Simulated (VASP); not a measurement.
# BP: single point with PBE

Crystal: BP.

```
CELL_PARAMETERS angstrom
3.18173 0.00000 0.00000
-1.59086 2.75546 0.00000
0.00000 0.00000 9.76571
ATOMIC_POSITIONS crystal
B 0.33333 0.66667 0.25000
B 0.66667 0.33333 0.75000
P 0.66667 0.33333 0.25000
P 0.33333 0.66667 0.75000
```

| Quantity | Value |
| --- | --- |
| Program | VASP 6.6.1 |
| Task | single point |
| Functional | PBE |
| Potentials or basis | VASP PAW PBE potentials, release 64 (B, P) |
| Cutoff | 520 eV |
| k mesh | 9 × 9 × 2 |
| Occupations | gaussian, width 0.01 eV |
| Spin | no spin polarisation |
| Dipole correction | no |
| Further INCAR settings | ALGO = Normal; EDIFF = 1e-06; NBANDS = 16 |

```
Pressure               : 2.5 GPa
Band gap on the k mesh : 0.87 eV
```

Stress tensor (GPa, compression positive):
```
3.81 0.00 0.00
0.00 3.81 0.00
0.00 0.00 0.00
```

Levels at points of the mesh, in eV from the valence-band top:
```
           k point  band 5  band 6  band 7  band 8  band 9  band 10  band 11  band 12
(0.00, 0.00, 0.00)   -1.63   -1.63   -1.63   -1.63    3.18     4.74     4.74     4.76
(0.00, 0.00, 0.50)   -1.63   -1.63   -1.63   -1.63    4.30     4.30     4.75     4.75
```

Wall time 16 s on 1 thread of AMD EPYC 9R45 96-Core Processor (Zen 5), with other jobs on the host, peak memory 0.17 GiB.

Caveat: this functional lacks dispersion, which binds layers or chains, so the pressure and a relaxed spacing across them are unreliable. A k mesh can miss the band edges.
